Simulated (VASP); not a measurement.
GaAs:

```
As Ga
1.0
     0.00000    2.76914    2.76914
     2.76914    0.00000    2.76914
     2.76914    2.76914    0.00000
As Ga
1 1
Direct
  0.75000 0.75000 0.75000
  0.00000 0.00000 0.00000
```

Base run:

| Quantity | Value |
| --- | --- |
| Program | VASP 6.6.1 |
| Functional | PBEsol |
| Potentials or basis | VASP PAW PBE potentials, release 64 (As, Ga_d) |
| Cutoff | 520 eV |
| k mesh | 8 × 8 × 8 |
| Occupations | fermi-dirac, width 0.05 eV |
| Spin | no spin polarisation |

Its results: band gap on the k mesh 0.93 eV, direct; pressure 5.4 GPa.

Question: The run is repeated on the same cell with these changes: functional from PBEsol to r2SCAN. What comes out?

Answer: Band gap on the k mesh 1.50 eV, direct; pressure 6.0 GPa.

r2SCAN gives the wider gap, since meta-GGAs in the generalised Kohn-Sham scheme recover part of the derivative discontinuity.

Caveats: the PAW data sets were made with another functional, which shifts forces and pressure a little.

A k mesh can miss the band edges.
